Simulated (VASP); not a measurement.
# GaGe3 (Pm-3m) in VASP: a series of runs

Aim: see how the results for GaGe3 move with the level of theory and the settings. Levels: PBE, r2SCAN. Tasks: single point.

All numbers are computed with VASP 6.6.1; they aren't measurements. Logs are shortened: lines on timing, memory, paths and dates and some standing lists are left out, and cuts for length are marked.

### Step 1. The cell of the first run

It takes space group Pm-3m (No. 221, cubic). Conventional cell: a = 4.307 Å, b = 4.307 Å, c = 4.307 Å, α = 90.00°, β = 90.00°, γ = 90.00°. Ge (site symmetry 4/mmm) has 8 Ge at 3.05 Å and 4 Ga at 3.05 Å within 4.0 Å. Ga (site symmetry m-3m) has 12 Ge at 3.05 Å within 4.0 Å.

### Step 2. Single point, PBE

Input file INCAR:

```
  PREC = Accurate
  ENCUT = 520
  EDIFF = 1E-6
  ISMEAR = -1
  SIGMA = 0.05
  LREAL = F
  LASPH = T
  NELM = 100
  ALGO = Normal
  ISIF = 2
  LWAVE = F
  LCHARG = F
  GGA = PE
  NBANDS = 36
```

Input file KPOINTS:

```
Automatic mesh
0
Gamma
  6 6 6
```

Input file POSCAR:

```
GaGe3
1.0
    4.3068010377      0.0000000000      0.0000000000
    0.0000000000      4.3068010377      0.0000000000
    0.0000000000      0.0000000000      4.3068010377
Ge Ga
3 1
Direct
    0.5000000000      0.5000000000      0.0000000000
    0.5000000000      0.0000000000      0.5000000000
    0.0000000000      0.5000000000      0.5000000000
    0.0000000000      0.0000000000      0.0000000000
```

Potentials or basis: VASP PAW PBE potentials, release 64 (Ge_d, Ga_d).

Started as:

```
$ cat potpaw_PBE.64/Ge_d/POTCAR potpaw_PBE.64/Ga_d/POTCAR > POTCAR
$ mpirun -np 1 vasp_std > vasp.out
```

OUTCAR:

```text
PREC = Accurate
   ENCUT = 520
   EDIFF = 1E-6
   ISMEAR = -1
   LREAL = F
   LASPH = T
   NELM = 100
   ISIF = 2
   GGA = PE

 ion  position               nearest neighbor table
   1  0.500  0.500  0.000-
   2  0.500  0.000  0.500-
   3  0.000  0.500  0.500-
   4  0.000  0.000  0.000-

  LATTYP: Found a simple cubic cell.
 ALAT       =     4.3068010377

  Lattice vectors:

 A1 = (   4.3068010377,   0.0000000000,   0.0000000000)
 A2 = (   0.0000000000,   4.3068010377,   0.0000000000)
 A3 = (   0.0000000000,   0.0000000000,   4.3068010377)

Analysis of symmetry for initial positions (statically):
=====================================================================
 Subroutine PRICEL returns:
 Original cell was already a primitive cell.

 Routine SETGRP: Setting up the symmetry group for a
 simple cubic supercell.

 Subroutine GETGRP returns: Found 48 space group operations
 (whereof 48 operations were pure point group operations)
 out of a pool of 48 trial point group operations.

The static configuration has the point symmetry O_h .

Analysis of symmetry for dynamics (positions and initial velocities):
=====================================================================
 Subroutine PRICEL returns:
 Original cell was already a primitive cell.

 Routine SETGRP: Setting up the symmetry group for a
 simple cubic supercell.

 Subroutine GETGRP returns: Found 48 space group operations
 (whereof 48 operations were pure point group operations)
 out of a pool of 48 trial point group operations.

The dynamic configuration has the point symmetry O_h .

 Subroutine INISYM returns: Found 48 space group operations
 (whereof 48 operations are pure point group operations),
 and found     1 'primitive' translations

----------------------------------------------------------------------------------------

                                     Primitive cell

  volume of cell :      79.8849

  direct lattice vectors                    reciprocal lattice vectors
[... 76 lines left out ...]
 SYSTEM =  unknown system
   PREC   = accura    normal or accurate (medium, high low for compatibility)
   ISTART =      0    job   : 0-new  1-cont  2-samecut
   ICHARG =      2    charge: 1-file 2-atom 10-const
   ISPIN  =      1    spin polarized calculation?
   LNONCOLLINEAR =      F non collinear calculations
   LSORBIT =      F    spin-orbit coupling
   LASPH  =      T    aspherical Exc in radial PAW
   ENCUT  =  520.0 eV  38.22 Ry    6.18 a.u.   8.01  8.01  8.01*2*pi/ulx,y,z
   NELM   =    100;   NELMIN=  2; NELMDL= -5     # of ELM steps
   EDIFF  = 0.1E-05   stopping-criterion for ELM
   LREAL  =      F    real-space projection
   EDIFFG = 0.1E-04   stopping-criterion for IOM
   NSW    =      0    number of steps for IOM
   IBRION =     -1    ionic relax: 0-MD 1-quasi-New 2-CG
   NFREE  =      0    steps in history (QN), initial steepest desc. (CG)
   ISIF   =      2    stress and relaxation
   ISYM   =      2    0-nonsym 1-usesym 2-fastsym
   POTIM  = 0.5000    time-step for ionic-motion
   TEBEG  =    0.0;   TEEND  =   0.0 temperature during run
   PSTRESS=    0.0 pullay stress
   NELECT =      55.0000    total number of electrons
   NUPDOWN=      -1.0000    fix difference up-down
   EMIN   =  10.00;   EMAX   =-10.00  energy-range for DOS
   EFERMI =   0.00;   METHOD = LEGACY
   ISMEAR =    -1;   SIGMA  =   0.05  broadening in eV -4-tet -1-fermi 0-gaus
   EFERMI_NEDOS =   21; number of points for ismear=-14 and -15
   IALGO  =     38    algorithm
   IMIX   =      4    mixing-type and parameters
     AMIX     =   0.40;   BMIX     =  1.00
     AMIX_MAG =   1.60;   BMIX_MAG =  1.00
  volume/ion in A,a.u.               =      19.97       134.77
  Fermi-wavevector in a.u.,A,eV,Ry     =   1.445576  2.731742 28.431957  2.089690
  Thomas-Fermi vector in A             =   2.563742
   LORBIT       =      0    0 simple, 1 ext, 2 COOP (PROOUT), +10 PAW based schemes
   GGA     = PE    functional components
   LHFCALC =     F    Hartree Fock is set to
   AEXX    =    0.0000 exact exchange contribution
   IVDW    =     0    specifies the selected vdW correction
   LEPSILON=     F    determine dielectric tensor
   LRPA    =     F    only Hartree local field effects (RPA)
 non-spin polarized calculation
  energy-cutoff  :      520.00
  volume of cell :       79.88
 maximum number of plane-waves:      2176
   NGX = 17   NGY = 17   NGZ = 17

 number of electron      54.9999903 magnetization

 Free energy of the ion-electron system (eV)
  ---------------------------------------------------
  ext. energy  EPLUGINS =         0.00000000
  ---------------------------------------------------
  free energy    TOTEN  =       -15.41029357 eV

  energy without entropy =      -15.38783426  energy(sigma->0) =      -15.39906391

 E-fermi :   5.9421     XC(G=0): -10.9455

 val. band max:        5.9372151091   @ k =   0.5000   0.0000   0.0000
 cond. band min:       5.9459777060   @ k =   0.3333   0.0000   0.0000
 fundamental gap:      0.0087625970
 Fermi energy:         5.9421466568

 k-point     1 :       0.0000    0.0000    0.0000
  band No.  band energies     occupation
      1     -18.8495      2.00000
      2     -18.8495      2.00000
      3     -18.8495      2.00000
      4     -18.8395      2.00000
      5     -18.8085      2.00000
      6     -18.8085      2.00000
[... 769 lines left out ...]
     35      14.3064      0.00000
     36      14.3064      0.00000

------------------------ aborting loop because EDIFF is reached ----------------------------------------

  FORCE on cell =-STRESS in cart. coord.  units (eV):
  Direction    XX          YY          ZZ          XY          YZ          ZX
  --------------------------------------------------------------------------------------
  -------------------------------------------------------------------------------------
  Total       -0.5503023     -0.5503023     -0.5503023     -0.0000000     -0.0000000     -0.0000000
  in kB      -11.0369094    -11.0369094    -11.0369094     -0.0000000     -0.0000000     -0.0000000
  external PRESSURE =     -11.0369094 kB  Pullay stress =       0.0000000 kB

 VOLUME and BASIS-vectors are now :
 -----------------------------------------------------------------------------
  energy-cutoff  :      520.00
  volume of cell :       79.88
      direct lattice vectors                 reciprocal lattice vectors
     4.306801038  0.000000000  0.000000000     0.232190898  0.000000000  0.000000000
     0.000000000  4.306801038  0.000000000     0.000000000  0.232190898  0.000000000
     0.000000000  0.000000000  4.306801038     0.000000000  0.000000000  0.232190898

 POSITION                                       TOTAL-FORCE (eV/Angst)
 -----------------------------------------------------------------------------------
      2.15340      2.15340      0.00000         0.000000      0.000000      0.000000
      2.15340      0.00000      2.15340         0.000000      0.000000      0.000000
      0.00000      2.15340      2.15340         0.000000      0.000000      0.000000
      0.00000      0.00000      0.00000         0.000000      0.000000      0.000000
 -----------------------------------------------------------------------------------
    total drift:                                0.000000     -0.000000     -0.000000

  FREE ENERGIE OF THE ION-ELECTRON SYSTEM (eV)
  ---------------------------------------------------
  free  energy   TOTEN  =       -15.4102935682 eV

  energy  without entropy=      -15.3878342596  energy(sigma->0) =      -15.39906391
```

OSZICAR:

```text
N       E                     dE             d eps       ncg     rms          rms(c)
DAV:   1     0.440380514337E+03    0.44038E+03   -0.26979E+04  1704   0.404E+03
DAV:   2     0.668137180106E+02   -0.37357E+03   -0.36360E+03  1448   0.779E+02
DAV:   3    -0.111810713124E+02   -0.77995E+02   -0.77175E+02  1616   0.204E+02
DAV:   4    -0.153726877334E+02   -0.41916E+01   -0.41590E+01  1668   0.527E+01
DAV:   5    -0.154656979809E+02   -0.93010E-01   -0.92961E-01  1688   0.895E+00    0.188E+00
DAV:   6    -0.154250201230E+02    0.40678E-01   -0.79226E-02  1756   0.313E+00    0.102E+00
DAV:   7    -0.154109196987E+02    0.14100E-01   -0.27730E-02  1900   0.156E+00    0.154E-01
DAV:   8    -0.154102688025E+02    0.65090E-03   -0.32701E-03  1588   0.666E-01    0.454E-02
DAV:   9    -0.154102863243E+02   -0.17522E-04   -0.17462E-04  1912   0.138E-01    0.241E-02
DAV:  10    -0.154102944606E+02   -0.81363E-05   -0.12759E-05  1576   0.358E-02    0.254E-03
DAV:  11    -0.154102935682E+02    0.89243E-06   -0.31576E-06  1272   0.240E-02
   1 F= -.15410294E+02 E0= -.15399064E+02  d E =-.224593E-01
```

stdout:

```text
POSCAR found type information on POSCAR GeGa
 POSCAR found :  2 types and       4 ions
 scaLAPACK will be used
 LDA part: xc-table for (Slater+PW92), standard interpolation
 POSCAR, INCAR and KPOINTS ok, starting setup
 FFT: planning ... GRIDC
 FFT: planning ... GRID_SOFT
 FFT: planning ... GRID
 WAVECAR not read
 entering main loop
```

Wall time 51 s (1 thread of Intel Xeon 8259CL, shared host); peak memory 0.2 GiB.

Results:

```yaml
Free_energy: -15.4103 eV
Pressure: -1.1 GPa
Band_gap_on_the_k_mesh: zero (an odd number of electrons rules out a gap without spin polarisation)
```

### Step 3. Single point, r2SCAN

This run uses another cell than the first one, of 18.40 Å³/atom.

Input file POSCAR:

```
GaGe3
1.0
    4.1911258602      0.0000000000      0.0000000000
    0.0000000000      4.1911258602      0.0000000000
    0.0000000000      0.0000000000      4.1911258602
Ge Ga
3 1
Direct
    0.5000000000      0.5000000000      0.0000000000
    0.5000000000      0.0000000000      0.5000000000
    0.0000000000      0.5000000000      0.5000000000
    0.0000000000      0.0000000000      0.0000000000
```

Input file INCAR.step1:

```
ALGO = Normal
EDIFF = 1E-4
ENCUT = 520
GGA = PE
ISMEAR = -1
LASPH = True
LCHARG = False
LREAL = False
LWAVE = True
NBANDS = 36
NELM = 80
PREC = Accurate
SIGMA = 0.05
```

Input file INCAR.step2:

```
ALGO = Normal
EDIFF = 1E-6
ENCUT = 520
ISIF = 2
ISMEAR = -1
ISTART = 1
LASPH = True
LCHARG = False
LMIXTAU = True
LREAL = False
LWAVE = False
METAGGA = R2SCAN
NBANDS = 36
NELM = 80
PREC = Accurate
SIGMA = 0.05
```

Input file KPOINTS:

```
k-points
0
Gamma
  6 6 6
```

Potentials or basis: VASP PAW PBE potentials, release 64 (Ge_d, Ga_d).

Started as:

```
$ cat potpaw_PBE.64/Ge_d/POTCAR potpaw_PBE.64/Ga_d/POTCAR > POTCAR
$ cp INCAR.step1 INCAR
$ mpirun -np 1 vasp_std > vasp.out
$ cp INCAR.step2 INCAR
$ mpirun -np 1 vasp_std > vasp.out
```

Run time: 3.1 min. Hardware: 1 thread of Intel Xeon 8259CL, shared host; peak memory 0.21 GiB.

It converged, with:

```
Free energy            : -51.1366 eV
Pressure               : 1.3 GPa
Band gap on the k mesh : zero (an odd number of electrons rules out a gap without spin polarisation)
```

Levels at points of the mesh, in eV from the Fermi level:
| k point | band 24 | band 25 | band 26 | band 27 | band 28 | band 29 | band 30 | band 31 | band 32 | band 33 |
| --- | --- | --- | --- | --- | --- | --- | --- | --- | --- | --- |
| (0.00, 0.00, 0.00) | -4.42 | -4.42 | -4.42 | -3.31 | 2.80 | 2.80 | 2.80 | 3.83 | 3.83 | 3.83 |
| (0.50, 0.00, 0.00) | -3.20 | -2.32 | -2.32 | -1.67 | -1.67 | -0.11 | 0.20 | 5.13 | 5.14 | 5.14 |
| (0.50, 0.50, 0.00) | -7.88 | -0.61 | -0.12 | -0.04 | -0.04 | 0.09 | 0.09 | 0.92 | 1.54 | 6.87 |
| (0.50, 0.50, 0.50) | -6.08 | -5.59 | -5.58 | -5.58 | -5.58 | 7.40 | 7.40 | 7.47 | 7.47 | 7.47 |

Caveat: the PAW data sets were made with another functional, which shifts forces and pressure a little.

### Step 4. Single point, r2SCAN

This run uses another cell than the first one, of 18.80 Å³/atom.

Input file POSCAR:

```
GaGe3
1.0
    4.2206418035      0.0000000000      0.0000000000
    0.0000000000      4.2206418035      0.0000000000
    0.0000000000      0.0000000000      4.2206418035
Ge Ga
3 1
Direct
    0.5000000000      0.5000000000      0.0000000000
    0.5000000000      0.0000000000      0.5000000000
    0.0000000000      0.5000000000      0.5000000000
    0.0000000000      0.0000000000      0.0000000000
```

Input file INCAR.step1:

```
PREC = Accurate
ENCUT = 520
ISMEAR = -1
SIGMA = 0.05
LREAL = F
LASPH = T
NELM = 100
NBANDS = 36
GGA = PE
ALGO = Normal
EDIFF = 1E-4
LWAVE = T
LCHARG = F
```

Input file INCAR.step2:

```
PREC = Accurate
ENCUT = 520
EDIFF = 1E-6
ISMEAR = -1
SIGMA = 0.05
LREAL = F
LASPH = T
NELM = 100
ALGO = Normal
ISIF = 2
LWAVE = F
LCHARG = F
METAGGA = R2SCAN
LMIXTAU = T
NBANDS = 36
ISTART = 1
```

Input file KPOINTS:

```
regular mesh
0
Gamma
  6 6 6
```

Started as:

```
$ cat potpaw_PBE.64/Ge_d/POTCAR potpaw_PBE.64/Ga_d/POTCAR > POTCAR
$ cp INCAR.step1 INCAR
$ mpirun -np 1 vasp_std > vasp.out
$ cp INCAR.step2 INCAR
$ mpirun -np 1 vasp_std > vasp.out
```

Run time: 3.1 min. Hardware: 1 thread of Intel Xeon 8259CL, shared host; peak memory 0.21 GiB.

Results (log left out):

```
Free energy            : -51.1428 eV
Pressure               : -0.1 GPa
Band gap on the k mesh : zero (an odd number of electrons rules out a gap without spin polarisation)
```

Levels at points of the mesh, in eV from the Fermi level:
```tsv
k point	band 25	band 26	band 27	band 28	band 29	band 30	band 31	band 32
(0.00, 0.00, 0.00)	-4.31	-4.31	-3.32	2.76	2.76	2.76	3.79	3.79
(0.50, 0.00, 0.00)	-2.25	-2.25	-1.61	-1.61	-0.06	0.25	4.98	5.05
(0.50, 0.50, 0.00)	-0.64	-0.08	-0.06	-0.06	0.11	0.11	0.87	1.57
(0.50, 0.50, 0.50)	-5.54	-5.45	-5.45	-5.45	7.25	7.25	7.31	7.31
```

Caveat: the PAW data sets were made with another functional, which shifts forces and pressure a little.

### Step 5. The runs side by side

```csv
level,cell,gap on the mesh (eV),pressure (GPa)
PBE,"a = 4.307 Å, 4 atoms",none,-1.1
r2SCAN,"a = 4.191 Å, 4 atoms",none,1.3
r2SCAN,"a = 4.221 Å, 4 atoms",none,-0.1
```

Alike in all rows: task single point; potentials or basis VASP PAW PBE potentials, release 64 (Ge_d, Ga_d); no spin polarisation; k mesh 6 × 6 × 6; cutoff (eV) 520; smearing fermi-dirac 0.05 eV.

Caveats: the PAW data sets were made with another functional, which shifts forces and pressure a little (at least some runs).

Absolute energies hang on the potentials; compare differences alone.
